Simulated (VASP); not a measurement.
AlN (zincblende type): single point with PBE

Crystal: AlN (zincblende type).

```xyz
2
Lattice="0.0000 1.9136 1.9136 1.9136 0.0000 1.9136 1.9136 1.9136 0.0000" Properties=species:S:1:pos:R:3 pbc="T T T"
Al    0.0000    0.0000    0.0000
N     0.9568    0.9568    0.9568
```

```json
{
 "Program": "VASP 6.6.1",
 "Task": "single point",
 "Functional": "PBE",
 "Potentials or basis": "VASP PAW PBE potentials, release 64 (Al, N)",
 "Cutoff": "520 eV",
 "k mesh": "17 × 17 × 17",
 "Occupations": "fermi-dirac, width 0.08 eV",
 "Spin": "no spin polarisation"
}
```

```yaml
Pressure: 182.4 GPa
Band_gap_on_the_k_mesh: 3.46 eV, indirect (least direct gap 5.59 eV)
```

Levels at points of the mesh, in eV from the valence-band top:
| k point | band 1 | band 2 | band 3 | band 4 | band 5 | band 6 | band 7 | band 8 | band 9 |
| --- | --- | --- | --- | --- | --- | --- | --- | --- | --- |
| (0.00, 0.00, 0.00) | -17.63 | -0.02 | -0.02 | -0.02 | 8.20 | 17.01 | 17.01 | 17.01 | 21.12 |

Wall time 16 s on 1 thread of Intel(R) Xeon(R) 6975P-C (Granite Rapids), on a shared host, peak memory 0.13 GiB.

A k mesh can miss the band edges. Expect the measured gap to be larger: semilocal functionals such as PBE lack the derivative discontinuity.
